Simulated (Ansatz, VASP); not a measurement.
Given: the input of a run of VASP 6.6.1 on Sr.

File INCAR:

```
PREC = Accurate
ENCUT = 520
EDIFF = 1E-6
ISMEAR = -1
SIGMA = 0.05
LREAL = F
LASPH = T
NELM = 60
ALGO = Fast
ISIF = 2
LWAVE = F
LCHARG = F
GGA = PE
NBANDS = 17
```

The input KPOINTS:

```
Automatic mesh
0
Gamma
  8 8 8
```

Contents of POSCAR:

```
Sr
1.0
   -3.7063582770      3.7063582770      2.0208764669
    3.7063582770     -3.7063582770      2.0208764669
    3.7063582770      3.7063582770     -2.0208764669
Sr
2
Direct
   -0.0017240000      0.0026040000     -0.0047820000
    0.7518960000      0.2470650000      0.4989390000
```

Potentials or basis: VASP PAW PBE potentials, release 64 (Sr_sv).

The run is started by

```sh
$ cat potpaw_PBE.64/Sr_sv/POTCAR > POTCAR
$ mpirun -np 1 vasp_std > vasp.out
```

Question: Set up the same calculation for Ansatz 0.2.0. Potentials there: Ansatz PAW.

Answer: As run (the cutoff follows the program's own potentials):

The input input.yaml:

```yaml
crystal:
  lattice:
    - [-3.706358277, 3.706358277, 2.0208764669]
    - [3.706358277, -3.706358277, 2.0208764669]
    - [3.706358277, 3.706358277, -2.0208764669]
  atoms:
    - { symbol: Sr, position: [-0.001724, 0.002604, -0.004782] }
    - { symbol: Sr, position: [0.751896, 0.247065, 0.498939] }
hamiltonian:
  xc: pbe
  pseudopotentials: { kind: paw }
kpoints:
  mp_grid: { grid: [8, 8, 8] }
scf:
  occupations: { method: fermi_dirac, width: 0.05 }
output:
  forces: true
  stress: true
  eigenvalues: true
```

Potentials or basis: Ansatz PAW.

Launch:

```sh
$ ansatz run input.yaml --threads 2 --pin off --max-ram 5120MiB --backend cpu --events-out ev --progress --plain --runs-dir out
```

Both were run:

|  | VASP | Ansatz | Ansatz less VASP |
| --- | --- | --- | --- |
| gap on the k mesh at the Fermi level (eV) | none | none | - |
| pressure (GPa) | 0.0 | 0.0 | 0.00 |
| traceless stress, the component that is largest in VASP (GPa) | -0.34 | -0.34 | +0.003 |
| rms of the force components (eV/Å) | 0.060 | 0.060 | 0.0000 |

Atom by atom the forces differ by 0.000 eV/Å (rms over components). A gap of «none» marks a metal or a gap that the smearing closes.
